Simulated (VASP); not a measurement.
Input of a VASP 6.6.1 run:

Contents of INCAR:

```
SYSTEM = Tl12F
PREC = Accurate ; ENCUT = 520
EDIFF = 1E-6 ; ISMEAR = -1
SIGMA = 0.05 ; LREAL = .False.
LASPH = .True. ; NELM = 120
ALGO = Normal ; ISIF = 2
LWAVE = .False. ; LCHARG = .False.
GGA = CA ; NBANDS = 94
GGA_COMPAT = .False.
```

KPOINTS

```
regular mesh
0
Gamma
  3 2 3
  0 0 0
```

Contents of POSCAR:

```
Tl12F
1.0
    6.9200000000      0.0000000000      0.0000000000
   -5.1900000000      8.9893440000      0.0000000000
    0.0000000000      0.0000000000      5.5325400000
Tl F
12 1
Direct
   -0.0126682174      0.0293903537      0.0290463331
   -0.1089616803      0.1593998405      0.5072715245
   -0.1733214609      0.2544345839      0.0828552527
    0.2191144334      0.4814589363      0.5117902446
    0.0763992044      0.6845438332      0.0852592119
    0.1007333332      0.8768159278      0.5781069816
    0.3647615610     -0.0280443156      0.0198462189
    0.4295248925      0.2726227854      0.4892327936
    0.5587704968      0.4005186585     -0.0327336088
    0.7412839506      0.6260857299      0.4641087096
    0.5835974244      0.6745653520      0.0200811924
    0.6047382097      0.8593619290      0.5289794561
    0.8951612728      0.4919491344      0.8030669457
```

Potentials or basis: VASP PAW LDA potentials, release 64 (Tl_d, F).

Launch:

```bash
$ cat potpaw_LDA.64/Tl_d/POTCAR potpaw_LDA.64/F/POTCAR > POTCAR
$ mpirun -np 1 vasp_std > vasp.out
```

Task: Predict the pressure.

Result: 5.8 GPa.

Task: Predict the largest force.

Result: 2.280 eV/Å.

Forces in eV/Å, atoms in the order of the input:
```
Tl  -0.288 -0.037 -0.044
Tl   0.588  0.340  1.849
Tl  -0.431  0.559 -1.484
Tl  -0.552  0.661  0.063
Tl   0.744 -1.454  0.314
Tl   1.066  1.950  0.018
Tl   1.186  1.938  0.186
Tl   0.290 -0.909 -0.433
Tl  -0.942 -1.423  0.625
Tl  -0.277 -2.079  0.593
Tl  -1.357  1.217 -0.922
Tl  -1.045 -0.991  0.159
F    1.015  0.229 -0.924
```

Caveat: the k points lie up to 0.38 Å⁻¹ apart, too coarse for converged energies and pressures of a metal; the atoms stand as in a frame of molecular dynamics; an odd number of electrons without spin polarisation forces a metal; a magnetic or distorted state may lie lower.
